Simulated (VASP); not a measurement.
Set up this calculation in VASP 6.6.1, as the native input.

```
Task                   : single point
Functional             : PBEsol
Potentials or basis    : VASP PAW PBE potentials, release 64 (Co_sv, O)
Cutoff                 : 600 eV
k mesh                 : 18 × 18 × 18
Occupations            : gaussian, width 0.1 eV
Spin                   : collinear spin, ferromagnetic start
Starting moments       : [2.53, 0.31] μB
Dipole correction      : no
Further INCAR settings : ALGO = Normal; EDIFF = 1e-06; NBANDS = 22
```

The structure of CoO lies in POSCAR:

```
CoO
1.0
    1.5280577606      0.8822245594      2.2147373466
   -1.5280577606      0.8822245594      2.2147373466
    0.0000000000     -1.7644491188      2.2147373466
Co O
1 1
Direct
    0.0000000000      0.0000000000      0.0000000000
    0.5000000000      0.5000000000      0.5000000000
```

The input as run:

INCAR

```
  PREC = Accurate
  ENCUT = 600
  EDIFF = 1E-6
  ISMEAR = 0
  SIGMA = 0.1
  LREAL = F
  LASPH = T
  NELM = 200
  ALGO = Normal
  ISIF = 2
  LWAVE = F
  LCHARG = F
  ISPIN = 2
  MAGMOM = 2.53 0.31
  LORBIT = 11
  LMAXMIX = 4
  GGA = PS
  NBANDS = 22
  GGA_COMPAT = F
```

KPOINTS

```
regular mesh
0
Gamma
  18 18 18
```

Potentials or basis: VASP PAW PBE potentials, release 64 (Co_sv, O).

The run is started by

```console
$ cat potpaw_PBE.64/Co_sv/POTCAR potpaw_PBE.64/O/POTCAR > POTCAR
$ mpirun -np 1 vasp_std > vasp.out
```

It gave:

```json
{
  "Pressure": "-2.6 GPa",
  "Net moment": "2.71 μB per cell",
  "Site moments": "Co +2.35; O +0.27 μB",
  "Valence electrons inside the program's atomic spheres": "Co 14.92; O 4.98"
}
```

Caveat: the PAW data sets were made with another functional, which shifts forces and pressure a little; a cell with one magnetic atom can't hold antiferromagnetic order, which such compounds often take.

Run time: 4.4 min on 1 thread of Intel(R) Xeon(R) 6975P-C (Granite Rapids) (shared host), peak memory 0.48 GiB.
